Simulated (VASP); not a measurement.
# La2O3 (P-3m1) in VASP: a series of runs

La2O3 is run at these levels: r2SCAN, RPBE, r2SCAN+D4; tasks: single point, relaxation of cell and atoms.

Program: VASP 6.6.1. These are calculated values, not measurements. Logs are shortened: lines on timing, memory, paths and dates and some standing lists are left out, and cuts for length are marked.

### 1 The cell of the first run

It takes space group P-3m1 (No. 164, trigonal). The conventional cell has a = 3.936 Å, b = 3.936 Å, c = 6.125 Å, α = 90.00°, β = 90.00°, γ = 120.00°. Within 3.1 Å of La (site symmetry 3m) lie 7 O at 2.37 to 2.73 Å. O (site symmetry 3m) has 4 La at 2.37 to 2.45 Å and 6 O at 2.89 to 3.14 Å within 3.2 Å. O (site symmetry -3m) has 6 La at 2.73 Å and 6 O at 3.14 Å within 3.6 Å.

### 2 Single point, r2SCAN

Input file POSCAR:

```
La2O3
1.0
    3.9355771515      0.0000000000      0.0000000000
   -1.9677885757      3.4083097917      0.0000000000
    0.0000000000      0.0000000000      6.1245385184
La O
2 3
Direct
    0.6666666667      0.3333333333      0.7538904137
    0.3333333333      0.6666666667      0.2461095863
    0.6666666667      0.3333333333      0.3539552246
    0.3333333333      0.6666666667      0.6460447754
    0.0000000000      0.0000000000      0.0000000000
```

Input file INCAR.step1:

```
SYSTEM = La2O3
  PREC = Accurate
  ENCUT = 520
  ISMEAR = 0
  SIGMA = 0.01
  LREAL = .False.
  LASPH = .True.
  NELM = 80
  NBANDS = 28
  GGA = PE
  ALGO = Normal
  EDIFF = 1E-4
  LWAVE = .True.
  LCHARG = .False.
```

Input file INCAR.step2:

```
SYSTEM = La2O3
  PREC = Accurate
  ENCUT = 520
  EDIFF = 1E-6
  ISMEAR = 0
  SIGMA = 0.01
  LREAL = .False.
  LASPH = .True.
  NELM = 80
  ALGO = Normal
  ISIF = 2
  LWAVE = .False.
  LCHARG = .True.
  METAGGA = R2SCAN
  LMIXTAU = .True.
  LELF = .True.
  LVHAR = .True.
  NBANDS = 28
  ISTART = 1
```

Input file KPOINTS:

```
regular mesh
0
Gamma
  6 6 4
  0 0 0
```

Potentials or basis: VASP PAW PBE potentials, release 64 (La, O).

On the command line:

```sh
$ cat potpaw_PBE.64/La/POTCAR potpaw_PBE.64/O/POTCAR > POTCAR
$ cp INCAR.step1 INCAR
$ mpirun -np 1 vasp_std > vasp.out
$ cp INCAR.step2 INCAR
$ mpirun -np 1 vasp_std > vasp.out
```

OUTCAR:

```text
SYSTEM = La2O3
   PREC = Accurate
   ENCUT = 520
   EDIFF = 1E-6
   ISMEAR = 0
   LREAL = .False.
   LASPH = .True.
   NELM = 80
   ISIF = 2
   METAGGA = R2SCAN
   ISTART = 1

 ion  position               nearest neighbor table
   1  0.667  0.333  0.754-   4 2.37   4 2.37   4 2.37   3 2.45   5 2.73   5 2.73   5 2.73
   2  0.333  0.667  0.246-   3 2.37   3 2.37   3 2.37   4 2.45   5 2.73   5 2.73   5 2.73
   3  0.667  0.333  0.354-   2 2.37   2 2.37   2 2.37   1 2.45
   4  0.333  0.667  0.646-   1 2.37   1 2.37   1 2.37   2 2.45
   5  0.000  0.000  0.000-   1 2.73   2 2.73   2 2.73   1 2.73   1 2.73   2 2.73

  LATTYP: Found a hexagonal cell.
 ALAT       =     3.9355771515
 C/A-ratio  =     1.5561983116

  Lattice vectors:

 A1 = (   3.9355771515,   0.0000000000,   0.0000000000)
 A2 = (  -1.9677885757,   3.4083097917,   0.0000000000)
 A3 = (   0.0000000000,   0.0000000000,   6.1245385184)

Analysis of symmetry for initial positions (statically):
=====================================================================
 Subroutine PRICEL returns:
 Original cell was already a primitive cell.

 Routine SETGRP: Setting up the symmetry group for a
 hexagonal supercell.

 Subroutine GETGRP returns: Found 12 space group operations
 (whereof 12 operations were pure point group operations)
 out of a pool of 24 trial point group operations.

The static configuration has the point symmetry D_3d.

Analysis of symmetry for dynamics (positions and initial velocities):
=====================================================================
 Subroutine PRICEL returns:
 Original cell was already a primitive cell.

 Routine SETGRP: Setting up the symmetry group for a
 hexagonal supercell.

 Subroutine GETGRP returns: Found 12 space group operations
 (whereof 12 operations were pure point group operations)
 out of a pool of 24 trial point group operations.

The dynamic configuration has the point symmetry D_3d.

 Subroutine INISYM returns: Found 12 space group operations
 (whereof 12 operations are pure point group operations),
 and found     1 'primitive' translations

----------------------------------------------------------------------------------------

                                     Primitive cell

  volume of cell :      82.1525

  direct lattice vectors                    reciprocal lattice vectors
     3.935577151  0.000000000  0.000000000     0.254092338  0.146700280  0.000000000
    -1.967788576  3.408309792  0.000000000     0.000000000  0.293400560  0.000000000
     0.000000000  0.000000000  6.124538518     0.000000000  0.000000000  0.163277608

  length of vectors
     3.935577151  3.935577151  6.124538518     0.293400560  0.293400560  0.163277608

  position of ions in fractional coordinates (direct lattice)
     0.666666667  0.333333333  0.753890414
     0.333333333  0.666666667  0.246109586
     0.666666667  0.333333333  0.353955225
     0.333333333  0.666666667  0.646044775
     0.000000000  0.000000000  0.000000000

  ion indices of the primitive-cell ions
   primitive index   ion index
                 1           1
                 2           2
                 3           3
                 4           4
                 5           5

----------------------------------------------------------------------------------------

 KPOINTS: regular mesh

Automatic generation of k-mesh.
 Grid dimensions read from file:
 generate k-points for:    6    6    4

 Generating k-lattice:

  Cartesian coordinates                     Fractional coordinates (reciprocal lattice)
     0.042348723  0.024450047  0.000000000     0.166666667 -0.000000000  0.000000000
     0.000000000  0.048900093  0.000000000     0.000000000  0.166666667  0.000000000
     0.000000000  0.000000000  0.040819402     0.000000000  0.000000000  0.250000000

  Length of vectors
     0.048900093  0.048900093  0.040819402

  Shift w.r.t. Gamma in fractional coordinates (k-lattice)
     0.000000000  0.000000000  0.000000000

 Subroutine IBZKPT returns following result:
 ===========================================

 Found     24 irreducible k-points:

 Following reciprocal coordinates:
            Coordinates               Weight
  0.000000  0.000000  0.000000      1.000000
  0.166667  0.000000  0.000000      6.000000
  0.333333  0.000000  0.000000      6.000000
  0.500000  0.000000  0.000000      3.000000
  0.166667  0.166667  0.000000      6.000000
  0.333333  0.166667  0.000000     12.000000
[... 16 lines left out ...]
  0.333333  0.166667  0.500000     12.000000
  0.333333  0.333333  0.500000      2.000000
   k-points           NKPTS =     24   k-points in BZ     NKDIM =     24   number of bands    NBANDS=     28
   number of dos      NEDOS =    301   number of ions     NIONS =      5
   total plane-waves  NPLWV =  43200
   dimension x,y,z NGX =    30 NGY =   30 NGZ =   48
   dimension x,y,z NGXF=    60 NGYF=   60 NGZF=   96
   ions per type =               2   3
   NGX,Y,Z   is equivalent  to a cutoff of  12.67, 12.67, 13.03 a.u.
   NGXF,Y,Z  is equivalent  to a cutoff of  25.35, 25.35, 26.06 a.u.
 SYSTEM =  La2O3
   PREC   = accura    normal or accurate (medium, high low for compatibility)
   ISTART =      1    job   : 0-new  1-cont  2-samecut
   ICHARG =      0    charge: 1-file 2-atom 10-const
   ISPIN  =      1    spin polarized calculation?
   LNONCOLLINEAR =      F non collinear calculations
   LSORBIT =      F    spin-orbit coupling
   LASPH  =      T    aspherical Exc in radial PAW
   ENCUT  =  520.0 eV  38.22 Ry    6.18 a.u.   7.32  7.32 11.39*2*pi/ulx,y,z
   NELM   =     80;   NELMIN=  2; NELMDL=  0     # of ELM steps
   EDIFF  = 0.1E-05   stopping-criterion for ELM
   LREAL  =      F    real-space projection
   EDIFFG = 0.1E-04   stopping-criterion for IOM
   NSW    =      0    number of steps for IOM
   IBRION =     -1    ionic relax: 0-MD 1-quasi-New 2-CG
   NFREE  =      0    steps in history (QN), initial steepest desc. (CG)
   ISIF   =      2    stress and relaxation
   ISYM   =      2    0-nonsym 1-usesym 2-fastsym
   POTIM  = 0.5000    time-step for ionic-motion
   TEBEG  =    0.0;   TEEND  =   0.0 temperature during run
   PSTRESS=    0.0 pullay stress
   NELECT =      40.0000    total number of electrons
   NUPDOWN=      -1.0000    fix difference up-down
   EMIN   =  10.00;   EMAX   =-10.00  energy-range for DOS
   EFERMI =   0.00;   METHOD = LEGACY
   ISMEAR =     0;   SIGMA  =   0.01  broadening in eV -4-tet -1-fermi 0-gaus
   EFERMI_NEDOS =   21; number of points for ismear=-14 and -15
   IALGO  =     38    algorithm
   IMIX   =      4    mixing-type and parameters
     AMIX     =   0.40;   BMIX     =  1.00
     AMIX_MAG =   1.60;   BMIX_MAG =  1.00
  volume/ion in A,a.u.               =      16.43       110.88
  Fermi-wavevector in a.u.,A,eV,Ry     =   1.287917  2.433810 22.568394  1.658730
  Thomas-Fermi vector in A             =   2.419902
   LORBIT       =      0    0 simple, 1 ext, 2 COOP (PROOUT), +10 PAW based schemes
   METAGGA = R2SCAN    functional components
   LHFCALC =     F    Hartree Fock is set to
   AEXX    =    0.0000 exact exchange contribution
   IVDW    =     0    specifies the selected vdW correction
   LEPSILON=     F    determine dielectric tensor
   LRPA    =     F    only Hartree local field effects (RPA)
 non-spin polarized calculation
 Gauss-broadening in eV      SIGMA  =   0.01
  energy-cutoff  :      520.00
  volume of cell :       82.15
 maximum number of plane-waves:      2249
 NGX is ok and might be reduce to    30
   NGX = 15   NGY = 15   NGZ = 23

 number of electron      39.9999991 magnetization

 Free energy of the ion-electron system (eV)
  ---------------------------------------------------
  ext. energy  EPLUGINS =         0.00000000
  ---------------------------------------------------
  free energy    TOTEN  =       -96.05762333 eV

  energy without entropy =      -96.05762333  energy(sigma->0) =      -96.05762333

 E-fermi :   5.7999     XC(G=0): -11.0786

 val. band max:        5.6779121173   @ k =   0.5000   0.0000   0.5000
 cond. band min:       9.9202059537   @ k =   0.3333   0.3333   0.0000
 fundamental gap:      4.2422938364
 Fermi energy:         5.7998501330

 k-point     1 :       0.0000    0.0000    0.0000
  band No.  band energies     occupation
      1     -25.0650      2.00000
      2     -24.8143      2.00000
      3     -12.1260      2.00000
      4     -11.0028      2.00000
      5     -10.4974      2.00000
      6      -8.0613      2.00000
[... 20 lines left out ...]
     27      11.6999      0.00000
     28      11.9173      0.00000

 k-point     2 :       0.1667    0.0000    0.0000
  band No.  band energies     occupation
      1     -25.0167      2.00000
      2     -24.7947      2.00000
      3     -12.1526      2.00000
      4     -11.4144      2.00000
      5     -10.7458      2.00000
      6      -8.1649      2.00000
[... 20 lines left out ...]
     27      11.7973      0.00000
     28      11.8796      0.00000

 k-point     3 :       0.3333    0.0000    0.0000
  band No.  band energies     occupation
      1     -24.9090      2.00000
      2     -24.7638      2.00000
      3     -12.3574      2.00000
      4     -12.1016      2.00000
      5     -10.7825      2.00000
      6      -8.3456      2.00000
[... 20 lines left out ...]
     27      11.7603      0.00000
     28      11.7761      0.00000

 k-point     4 :       0.5000    0.0000    0.0000
  band No.  band energies     occupation
      1     -24.8413      2.00000
      2     -24.7608      2.00000
      3     -12.4718      2.00000
      4     -12.4386      2.00000
      5     -10.6258      2.00000
      6      -8.6835      2.00000
[... 578 lines left out ...]
     27      11.7040      0.00000
     28      11.8260      0.00000

 k-point    23 :       0.3333    0.1667    0.5000
  band No.  band energies     occupation
      1     -24.8075      2.00000
      2     -24.7941      2.00000
      3     -12.5807      2.00000
      4     -12.3840      2.00000
      5     -10.7097      2.00000
      6      -8.4506      2.00000
[... 20 lines left out ...]
     27      11.7082      0.00000
     28      11.7375      0.00000

 k-point    24 :       0.3333    0.3333    0.5000
  band No.  band energies     occupation
      1     -24.7827      2.00000
      2     -24.7827      2.00000
      3     -12.5357      2.00000
      4     -12.5357      2.00000
      5     -10.9251      2.00000
      6      -8.6481      2.00000
[... 20 lines left out ...]
     27      11.6965      0.00000
     28      11.7292      0.00000

------------------------ aborting loop because EDIFF is reached ----------------------------------------

  FORCE on cell =-STRESS in cart. coord.  units (eV):
  Direction    XX          YY          ZZ          XY          YZ          ZX
  --------------------------------------------------------------------------------------
  -------------------------------------------------------------------------------------
  Total       -0.2500711     -0.2500711     -0.1719256     -0.0000000      0.0000000     -0.0000000
  in kB       -4.8770046     -4.8770046     -3.3529745     -0.0000000      0.0000000     -0.0000000
  external PRESSURE =      -4.3689945 kB  Pullay stress =       0.0000000 kB

 VOLUME and BASIS-vectors are now :
 -----------------------------------------------------------------------------
  energy-cutoff  :      520.00
  volume of cell :       82.15
      direct lattice vectors                 reciprocal lattice vectors
     3.935577151  0.000000000  0.000000000     0.254092338  0.146700280  0.000000000
    -1.967788576  3.408309792  0.000000000     0.000000000  0.293400560  0.000000000
     0.000000000  0.000000000  6.124538518     0.000000000  0.000000000  0.163277608

 POSITION                                       TOTAL-FORCE (eV/Angst)
 -----------------------------------------------------------------------------------
      1.96779      1.13610      4.61723         0.000000      0.000000     -0.028761
     -0.00000      2.27221      1.50731        -0.000000     -0.000000      0.028761
      1.96779      1.13610      2.16781        -0.000000     -0.000000     -0.011472
     -0.00000      2.27221      3.95673         0.000000      0.000000      0.011472
      0.00000      0.00000      0.00000         0.000000      0.000000      0.000000
 -----------------------------------------------------------------------------------
    total drift:                               -0.000000      0.000000      0.000000

  FREE ENERGIE OF THE ION-ELECTRON SYSTEM (eV)
  ---------------------------------------------------
  free  energy   TOTEN  =       -96.0576233337 eV

  energy  without entropy=      -96.0576233337  energy(sigma->0) =      -96.05762333
```

It took 5 min on 1 thread of Intel Xeon Platinum 8488C (Sapphire Rapids), shared host; peak memory 0.24 GiB.

Results:

| Item | Value |
| --- | --- |
| Free energy | -96.0576 eV |
| Pressure | -0.4 GPa |
| Largest force | 0.029 eV/Å |
| Band gap on the k mesh | 4.24 eV (least direct gap 4.37 eV) |

Forces on the atoms (eV/Å):
```
La   0.000  0.000 -0.029
La   0.000  0.000  0.029
O    0.000  0.000 -0.011
O    0.000  0.000  0.011
O    0.000  0.000  0.000
```

Stress tensor (GPa, compression positive):
```
-0.49  0.00  0.00
 0.00 -0.49  0.00
 0.00  0.00 -0.34
```

Caveat: the PAW data sets were made with another functional, which shifts forces and pressure a little; spin-orbit coupling is left out, which moves the levels of the heavy elements. A k mesh can miss the band edges.

[end of part 1 of 2]
